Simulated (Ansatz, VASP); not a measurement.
**One calculation of LiF, two programs**

POSCAR

```
LiF
1.0
    0.0000000000      1.8931600000      2.0140000000
    1.8931600000      0.0000000000      2.0140000000
    1.8931600000      1.8931600000      0.0000000000
Li F
1 1
Direct
    0.0000000000      0.0000000000      0.0000000000
    0.5000000000      0.5000000000      0.5000000000
```

File INCAR.step1:

```
SYSTEM = LiF
PREC = Accurate ; ENCUT = 520
ISMEAR = 0 ; SIGMA = 0.05
LREAL = .FALSE. ; LASPH = .TRUE.
NELM = 100 ; NBANDS = 12
GGA = PE ; ALGO = Normal
EDIFF = 1E-4 ; LWAVE = .TRUE.
LCHARG = .FALSE.
```

INCAR.step2

```
SYSTEM = LiF
PREC = Accurate ; ENCUT = 520
EDIFF = 1E-6 ; ISMEAR = 0
SIGMA = 0.05 ; LREAL = .FALSE.
LASPH = .TRUE. ; NELM = 100
ALGO = Normal ; ISIF = 2
LWAVE = .FALSE. ; LCHARG = .FALSE.
METAGGA = R2SCAN ; LMIXTAU = .TRUE.
NBANDS = 12 ; ISTART = 1
```

KPOINTS

```
Automatic mesh
0
G
  10 10 10
  0 0 0
```

Input for Ansatz:

```yaml
crystal:
  lattice:
    - [0.0, 1.89316, 2.014]
    - [1.89316, 0.0, 2.014]
    - [1.89316, 1.89316, 0.0]
  atoms:
    - { symbol: Li, position: [0.0, 0.0, 0.0] }
    - { symbol: F, position: [0.5, 0.5, 0.5] }
basis:
  ecutwfc: 500
kpoints:
  mp_grid: { grid: [10, 10, 10] }
hamiltonian:
  xc: r2scan
scf:
  occupations: { method: gaussian, width: 0.05 }
output:
  forces: true
  stress: true
  eigenvalues: true
```

Change from the starting cell: strain -0.0600 x Voigt [1, 1, 0, 0, 0, 0], atoms carried along.

Alike in both runs: task single point; functional r2SCAN; k mesh 10 × 10 × 10; occupations gaussian, width 0.05 eV; no spin polarisation.

```csv
,VASP,Ansatz
version,VASP 6.6.1,Ansatz 0.2.0
potentials or method,"VASP PAW PBE potentials, release 64 (Li_sv, F), cutoff 520 eV","scalar-relativistic, plane waves, PAW"
valence electrons in the cell,10,10
```

```tsv
	VASP	Ansatz	Ansatz less VASP
gap on the k mesh at the Fermi level (eV)	11.42	11.20	-0.220
least direct gap on the mesh (eV)	11.42	11.20	-0.220
```

VASP's potentials were made for PBE, not for r2SCAN. The functional is the same, so the differences come from potentials, cutoffs and numerics.

Noted on VASP's run: the cutoff is short for stress, so the pressure is rough.
